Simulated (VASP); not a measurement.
Here is a VASP 6.6.1 calculation.

Contents of INCAR:

```
SYSTEM = GaP
PREC = Accurate
ENCUT = 600
EDIFF = 1E-6
ISMEAR = 0
SIGMA = 0.01
LREAL = .FALSE.
LASPH = .TRUE.
NELM = 80
ALGO = Normal
ISIF = 3
LWAVE = .FALSE.
LCHARG = .FALSE.
GGA = PE
IBRION = 2
NSW = 80
EDIFFG = -0.001
PSTRESS = 160.0
```

Contents of KPOINTS:

```
regular mesh
0
G
  8 8 8
  0 0 0
```

File POSCAR:

```
GaP
1.0
    0.0000000000      2.7530369381      2.7530369381
    2.7530369381      0.0000000000      2.7530369381
    2.7530369381      2.7530369381      0.0000000000
Ga P
1 1
Direct
    0.0000000000      0.0000000000      0.0000000000
    0.7500000000      0.7500000000      0.7500000000
```

Potentials or basis: VASP PAW PBE potentials, release 64 (Ga_d, P).

Run with:

```bash
$ cat potpaw_PBE.64/Ga_d/POTCAR potpaw_PBE.64/P/POTCAR > POTCAR
$ mpirun -np 1 vasp_std > vasp.out
```

What does it give for the relaxed cell?

a = 3.703 Å, b = 3.703 Å, c = 3.703 Å, α = 60.00°, β = 60.00°, γ = 60.00°.

Predict the band gap on the k mesh.

1.38 eV, indirect (least direct gap 2.84 eV).

Estimate the relaxed volume.

17.96 Å³/atom.

Predict the space group after relaxing (to 0.05 Å).

F-43m (No. 216).

The path:
```csv
step,energy change (eV),largest force (eV/Å),pressure (GPa),volume (Å³)
1,0.0000,0.0000,-0.07,41.73
2,1.3120,0.0000,48.84,30.32
3,0.2337,0.0000,15.26,36.11
4,0.2493,0.0000,15.88,35.95
5,0.2603,0.0000,16.29,35.84
6,0.2451,0.0000,15.64,35.99
7,0.2533,0.0000,16.01,35.91
8,0.2531,0.0000,16.01,35.91
9,0.2491,0.0000,15.78,35.95
10,0.2528,0.0000,16.03,35.91
11,0.2509,0.0000,15.87,35.93
12,0.2525,0.0000,16.02,35.92
13,0.2517,0.0000,15.91,35.92
14,0.2523,0.0000,16.04,35.92
15,0.2520,0.0000,15.98,35.92
16,0.2528,0.0000,16.00,35.91
```

Caveat: the cell is relaxed towards a set pressure, so the enthalpy falls and the energy may rise. A k mesh can miss the band edges.
